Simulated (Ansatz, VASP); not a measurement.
# SrLiH3: VASP beside Ansatz

```
Li Sr H
1.0
     4.51502    0.00000    0.00000
     0.00000    4.51502    0.00000
     0.00000    0.00000    4.86233
Li Sr H
1 1 3
Direct
  0.00000 0.00000 0.00000
  0.50000 0.50000 0.50000
  0.00000 0.50000 0.50000
  0.50000 0.00000 0.50000
  0.50000 0.50000 0.00000
```

Change from the starting cell: strain -0.025 along x and y, +0.050 along z, atoms carried along.

Alike in both runs: task single point; functional PBE; k mesh 6 × 6 × 6; occupations gaussian, width 0.05 eV; no spin polarisation.

|  | VASP | Ansatz |
| --- | --- | --- |
| version | VASP 6.6.1 | Ansatz 0.2.0 |
| potentials or method | VASP PAW PBE potentials, release 64 (Li_sv, Sr_sv, H), cutoff 520 eV | scalar-relativistic, plane waves, PAW |
| valence electrons in the cell | 16 | 16 |

```csv
,VASP,Ansatz,Ansatz less VASP
gap on the k mesh at the Fermi level (eV),1.64,1.65,+0.004
least direct gap on the mesh (eV),2.09,2.09,+0.001
```

Noted on VASP's run: the cutoff is short for stress, so the pressure is rough.
